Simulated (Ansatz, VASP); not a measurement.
# Si2W: VASP beside Ansatz

```
CELL_PARAMETERS angstrom
-1.61450 1.61450 3.99242
1.61450 -1.61450 3.99242
1.61450 1.61450 -3.99242
ATOMIC_POSITIONS crystal
Si 0.33457 0.33457 0.00000
Si 0.66543 0.66543 0.00000
W 0.00000 0.00000 0.00000
```

Change from the starting cell: strain +0.0150 x Voigt [0, 0, 1, 0, 0, 0], atoms carried along.

Alike in both runs: task single point; functional PBE; k mesh 20 × 20 × 20; occupations gaussian, width 0.15 eV; no spin polarisation.

```csv
,VASP,Ansatz
version,VASP 6.6.1,Ansatz 0.2.0
potentials or method,"VASP PAW PBE potentials, release 64 (Si, W_sv), cutoff 520 eV","scalar-relativistic, plane waves, PAW"
valence electrons in the cell,22,22
```

|  | VASP | Ansatz | Ansatz less VASP |
| --- | --- | --- | --- |
| gap on the k mesh at the Fermi level (eV) | none | none | - |
| pressure (GPa) | -3.3 | -3.4 | -0.04 |
| traceless stress, the component that is largest in VASP (GPa) | -4.06 | -4.00 | +0.055 |
| rms of the force components (eV/Å) | 0.020 | 0.021 | +0.0016 |

Atom by atom the forces differ by 0.002 eV/Å (rms over components). A gap of «none» marks a metal or a gap that the smearing closes.

Neither program's run includes spin-orbit coupling.
